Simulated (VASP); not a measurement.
# C7N (Fm-3m) in VASP: notebook, part 2 of 2

VASP 6.6.1.

**3. Relaxation of cell and atoms, PBE**

This run uses another cell than the first one, of 11.65 Å³/atom, 1.561 times its volume.

INCAR

```
ALGO     = Normal         # electronic algorithm
EDIFF    = 1E-6           # SCF threshold, eV
EDIFFG   = -0.04          # ionic threshold
ENCUT    = 600            # plane-wave cutoff, eV
GGA      = PE             # functional
IBRION   = 2              # ionic algorithm
ISIF     = 3              # what is computed and relaxed
ISMEAR   = 0              # smearing method
LASPH    = T              # aspherical terms in the spheres
LCHARG   = F              # write CHGCAR
LREAL    = F              # projectors in reciprocal space
LWAVE    = F              # write WAVECAR
NELM     = 60             # most SCF steps
NSW      = 90             # ionic steps
PREC     = Accurate       # precision mode
SIGMA    = 0.1            # smearing width, eV
```

KPOINTS

```
k-points
0
Gamma
  4 4 4
```

POSCAR

```
C7N
1.0
    0.0000000000      3.5989283300      3.5989283300
    3.5989283300      0.0000000000      3.5989283300
    3.5989283300      3.5989283300      0.0000000000
C N
7 1
Direct
    0.5000000000      0.0000000000      0.0000000000
    0.0000000000      0.5000000000      0.5000000000
    0.0000000000      0.5000000000      0.0000000000
    0.5000000000      0.0000000000      0.5000000000
    0.0000000000      0.0000000000      0.5000000000
    0.5000000000      0.5000000000      0.0000000000
    0.5000000000      0.5000000000      0.5000000000
    0.0000000000      0.0000000000      0.0000000000
```

Potentials or basis: VASP PAW PBE potentials, release 64 (C, N).

On the command line:

```bash
$ cat potpaw_PBE.64/C/POTCAR potpaw_PBE.64/N/POTCAR > POTCAR
$ mpirun -np 1 vasp_std > vasp.out
```

OUTCAR:

```text
EDIFF = 1E-6
   EDIFFG = -0.04
   ENCUT = 600
   GGA = PE
   IBRION = 2
   ISIF = 3
   ISMEAR = 0
   LASPH = T
   LREAL = F
   NELM = 60
   NSW = 90
   PREC = Accurate

 ion  position               nearest neighbor table
   1  0.500  0.000  0.000-
   2  0.000  0.500  0.500-
   3  0.000  0.500  0.000-
   4  0.500  0.000  0.500-
   5  0.000  0.000  0.500-
   6  0.500  0.500  0.000-
   7  0.500  0.500  0.500-
   8  0.000  0.000  0.000-

  LATTYP: Found a face centered cubic cell.
 ALAT       =     7.1978566600

  Lattice vectors:

 A1 = (   0.0000000000,   3.5989283300,   3.5989283300)
 A2 = (   3.5989283300,   0.0000000000,   3.5989283300)
 A3 = (   3.5989283300,   3.5989283300,   0.0000000000)

Analysis of symmetry for initial positions (statically):
=====================================================================
 Subroutine PRICEL returns:
 Original cell was already a primitive cell.

 Routine SETGRP: Setting up the symmetry group for a
 face centered cubic supercell.

 Subroutine GETGRP returns: Found 48 space group operations
 (whereof 48 operations were pure point group operations)
 out of a pool of 48 trial point group operations.

The static configuration has the point symmetry O_h .

Analysis of symmetry for dynamics (positions and initial velocities):
=====================================================================
 Subroutine PRICEL returns:
 Original cell was already a primitive cell.

 Routine SETGRP: Setting up the symmetry group for a
 face centered cubic supercell.

 Subroutine GETGRP returns: Found 48 space group operations
 (whereof 48 operations were pure point group operations)
 out of a pool of 48 trial point group operations.

The dynamic configuration has the point symmetry O_h .

 Subroutine INISYM returns: Found 48 space group operations
 (whereof 48 operations are pure point group operations),
 and found     1 'primitive' translations

----------------------------------------------------------------------------------------

[... 111 lines left out ...]
   LORBIT       =      0    0 simple, 1 ext, 2 COOP (PROOUT), +10 PAW based schemes
   GGA     = PE    functional components
   LHFCALC =     F    Hartree Fock is set to
   AEXX    =    0.0000 exact exchange contribution
   IVDW    =     0    specifies the selected vdW correction
   LEPSILON=     F    determine dielectric tensor
   LRPA    =     F    only Hartree local field effects (RPA)
 conjugate gradient relaxation of ions
 non-spin polarized calculation
 Gauss-broadening in eV      SIGMA  =   0.10
  energy-cutoff  :      600.00
  volume of cell :       93.23
 maximum number of plane-waves:      3138
 NGX is ok and might be reduce to    42
   NGX = 21   NGY = 21   NGZ = 21

--------------------------------------- Ionic step        1  -------------------------------------------

 number of electron      32.9999999 magnetization

 Free energy of the ion-electron system (eV)
  ---------------------------------------------------
  ext. energy  EPLUGINS =         0.00000000
  ---------------------------------------------------
  free energy    TOTEN  =       -32.36393290 eV

  energy without entropy =      -32.36326531  energy(sigma->0) =      -32.36359911

 E-fermi :   2.2433     XC(G=0): -10.5072

 val. band max:        2.0350811037   @ k =   0.5000   0.2500   0.0000
 cond. band min:       2.4217263552   @ k =   0.2500   0.0000   0.0000
 fundamental gap:      0.3866452514
 Fermi energy:         2.2432586201

 k-point     1 :       0.0000    0.0000    0.0000
  band No.  band energies     occupation
      1     -12.1030      2.00000
      2      -8.9730      2.00000
      3      -6.1412      2.00000
      4      -6.1412      2.00000
      5      -6.1412      2.00000
      6      -4.7784      2.00000
[... 264 lines left out ...]
--------------------------------------- Ionic step        3  -------------------------------------------

 number of electron      33.0000000 magnetization

------------------------ aborting loop EDIFF was not reached (unconverged)  ----------------------------

  FORCE on cell =-STRESS in cart. coord.  units (eV):
  Direction    XX          YY          ZZ          XY          YZ          ZX
  --------------------------------------------------------------------------------------
  -------------------------------------------------------------------------------------
  Total        0.6469130      0.6469130      0.6469130     -0.0000000      0.0000000     -0.0000000
  in kB       17.4703978     17.4703978     17.4703978     -0.0000000      0.0000000     -0.0000000
  external PRESSURE =      17.4703978 kB  Pullay stress =       0.0000000 kB
[... 29 lines left out ...]
--------------------------------------- Ionic step        4  -------------------------------------------

 number of electron      33.0000000 magnetization

 Free energy of the ion-electron system (eV)
  ---------------------------------------------------
  ext. energy  EPLUGINS =         0.00000000
  ---------------------------------------------------
  free energy    TOTEN  =       -36.55267537 eV

  energy without entropy =      -36.53276331  energy(sigma->0) =      -36.54271934

 E-fermi :   7.0131     XC(G=0): -12.5642

 val. band max:        6.9827300812   @ k =   0.5000   0.2500   0.0000
 cond. band min:       7.2059106810   @ k =  -0.2500   0.2500   0.0000
 fundamental gap:      0.2231805998
 Fermi energy:         7.0131118336

 k-point     1 :       0.0000    0.0000    0.0000
  band No.  band energies     occupation
      1     -11.7417      2.00000
      2      -5.3345      2.00000
      3      -2.2218      2.00000
      4      -2.2218      2.00000
      5      -2.2218      2.00000
      6      -1.3253      2.00000
[... 216 lines left out ...]
  FREE ENERGIE OF THE ION-ELECTRON SYSTEM (eV)
  ---------------------------------------------------
  free  energy   TOTEN  =       -36.5526753719 eV

  energy  without entropy=      -36.5327633144  energy(sigma->0) =      -36.54271934

 reached required accuracy - stopping structural energy minimisation
```

Wall time 1.8 min (1 thread of Intel Xeon 6975P-C (Granite Rapids), shared host); peak memory 0.25 GiB.

Results:

```yaml
Free_energy: -36.5527 eV
Relaxed_volume: 7.51 Å³/atom
Relaxed_cell: a = 4.396 Å, b = 4.396 Å, c = 4.396 Å, α = 60.00°, β = 60.00°, γ = 60.00°
Space_group_after_relaxing_to_0.05_Å: Fm-3m (No. 225)
Energy_gained_by_relaxing: 523.6 meV/atom
Ionic_steps: 4
Pressure_after_relaxing: -0.3 GPa
```

The path:
| step | energy change (eV) | largest force (eV/Å) | pressure (GPa) | volume (Å³) |
| --- | --- | --- | --- | --- |
| 1 | 0.0000 | 0.0000 | -28.66 | 93.23 |
| 2 | -3.7548 | 0.0000 | -15.56 | 67.83 |
| 3 | -4.1849 | 0.0000 | 1.75 | 59.33 |
| 4 | -4.1887 | 0.0000 | -0.32 | 60.06 |

Final structure:
```cif
data_structure
_symmetry_space_group_name_H-M 'P 1'
_symmetry_Int_Tables_number 1
_cell_length_a 4.3957
_cell_length_b 4.3957
_cell_length_c 4.3957
_cell_angle_alpha 60.000
_cell_angle_beta 60.000
_cell_angle_gamma 60.000
_cell_volume 60.06
loop_
_atom_site_label
_atom_site_type_symbol
_atom_site_fract_x
_atom_site_fract_y
_atom_site_fract_z
_atom_site_occupancy
C1 C 0.50000 0.00000 0.00000 1
C2 C 0.00000 0.50000 0.50000 1
C3 C 0.00000 0.50000 0.00000 1
C4 C 0.50000 0.00000 0.50000 1
C5 C 0.00000 0.00000 0.50000 1
C6 C 0.50000 0.50000 0.00000 1
C7 C 0.50000 0.50000 0.50000 1
N1 N 0.00000 0.00000 0.00000 1
```

Caveat: the k points lie up to 0.44 Å⁻¹ apart in the final cell; the volume moved by over 15 % at a fixed basis, so the end points are rough; the bands computed are all filled at some k points, so no gap is given.
